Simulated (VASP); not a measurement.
A run of VASP 6.6.1 is set up as follows.

File INCAR:

```
SYSTEM = KBr
  ALGO = Normal
  EDIFF = 1E-6
  EDIFFG = -0.005
  ENCUT = 600
  IBRION = 2
  ISIF = 3
  ISMEAR = 0
  LASPH = .TRUE.
  LCHARG = .FALSE.
  LREAL = .FALSE.
  LWAVE = .FALSE.
  NELM = 60
  NSW = 100
  PREC = Accurate
  SIGMA = 0.02
```

KPOINTS

```
k-points
0
G
  6 6 6
  0 0 0
```

File POSCAR:

```
KBr
1.0
    0.0000000000      3.1856269473      3.1856269473
    3.1856269473      0.0000000000      3.1856269473
    3.1856269473      3.1856269473      0.0000000000
K Br
1 1
Direct
    0.0000000000      0.0000000000      0.0000000000
    0.5000000000      0.5000000000      0.5000000000
```

Potentials or basis: VASP PAW LDA potentials, release 64 (K_sv, Br).

Run with:

```bash
$ cat potpaw_LDA.64/K_sv/POTCAR potpaw_LDA.64/Br/POTCAR > POTCAR
$ mpirun -np 1 vasp_std > vasp.out
```

(1) What does it give for the relaxed volume?

(2) What does it give for the band gap on the k mesh?

## Answers

(1) 32.49 Å³/atom.

(2) 4.32 eV, direct.
